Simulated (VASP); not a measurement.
SrCl2, 3 atoms in the cell. The structure is monoclinic, space group C2/m (No. 12). The conventional cell has a = 8.492 Å, b = 4.883 Å, c = 4.935 Å, α = 90.00°, β = 123.96°, γ = 90.00°. Within 3.9 Å of Sr (site symmetry 2/m) lie 8 Cl at 2.99 to 3.07 Å. Within 3.9 Å of Cl (site symmetry m) lie 4 Sr at 2.99 to 3.07 Å and 6 Cl at 3.47 to 3.52 Å. 

| Quantity | Value |
| --- | --- |
| Program | VASP 6.6.1 |
| Task | single point |
| Functional | PBEsol |
| Potentials or basis | VASP PAW PBE potentials, release 64 (Sr_sv, Cl) |
| Cutoff | 520 eV |
| k mesh | 8 × 8 × 8 |
| Occupations | gaussian, width 0.05 eV |
| Spin | no spin polarisation |
| Dipole correction | no |
| Further INCAR settings | ALGO = Normal; EDIFF = 1e-06; NBANDS = 19 |

Potentials or basis: VASP PAW PBE potentials, release 64 (Sr_sv, Cl).

Run with:

```bash
$ cat potpaw_PBE.64/Sr_sv/POTCAR potpaw_PBE.64/Cl/POTCAR > POTCAR
$ mpirun -np 1 vasp_std > vasp.out
```

Hardware: 1 thread of Oxide Virtual Turin-like Processor, with other jobs on the host.

How long does it take, and how much memory?

Wall time 3.9 min on 1 thread of Oxide Virtual Turin-like Processor, on a shared host, peak memory 0.34 GiB. Counts: scf iterations 13, k points 150.
